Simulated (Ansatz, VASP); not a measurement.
# One calculation of Ir, two programs

```
Ir
1.0
     0.00000    1.91970    1.91970
     1.91970    0.00000    1.91970
     1.91970    1.91970    0.00000
Ir
1
Direct
  0.00000 0.00000 0.00000
```

Alike in both runs: task single point; functional PBE; k mesh 8 × 8 × 8; occupations gaussian, width 0.1 eV; no spin polarisation.

|  | VASP | Ansatz |
| --- | --- | --- |
| version | VASP 6.6.1 | Ansatz 0.2.0 |
| potentials or method | VASP PAW PBE potentials, release 64 (Ir), cutoff 500 eV | scalar-relativistic, plane waves, PAW |
| valence electrons in the cell | 9 | 17 |

|  | VASP | Ansatz | Ansatz less VASP |
| --- | --- | --- | --- |
| gap on the k mesh at the Fermi level (eV) | none | none | - |
| pressure (GPa) | 11.0 | 10.3 | -0.65 |

A gap of «none» marks a metal or a gap that the smearing closes. VASP's potentials hold 9 valence electrons a cell and Ansatz's 17, so a difference there can come from the potentials and not from the codes.

Spin-orbit coupling is off throughout.
